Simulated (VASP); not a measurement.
The system is Co.

```
Co
1.0
     0.00000    1.80115    1.80115
     1.80115    0.00000    1.80115
     1.80115    1.80115    0.00000
Co
1
Direct
  0.00000 0.00000 0.00000
```

Base run:

| Property | Result |
| --- | --- |
| Program | VASP 6.6.1 |
| Functional | PBE |
| Potentials or basis | VASP PAW PBE potentials, release 64 (Co) |
| Cutoff | 520 eV |
| k mesh | 11 × 11 × 11 |
| Occupations | gaussian, width 0.1 eV |
| Spin | collinear spin, ferromagnetic start |
| Starting moments | [2.08] μB |
| Fixed moment | 2.08 μB |

Its results: pressure -6.0 GPa; site moments Co +2.07 μB.

Problem. After a change of settings the same cell gave: pressure -13.2 GPa; site moments Co +1.69 μB. Which change was it?
A. fixed moment from 2.08 μB to 1.66 μB; moments at the start from [2.08] to [1.66]
B. fixed moment from 2.08 μB to 2.91 μB; moments at the start from [2.08] to [2.91]
C. fixed moment from 2.08 μB to 1.25 μB; moments at the start from [2.08] to [1.25]
D. fixed moment from 2.08 μB to 3.32 μB; moments at the start from [2.08] to [3.32]

Solution. A.

Caveats: the total moment is fixed, so each spin has its own Fermi level.
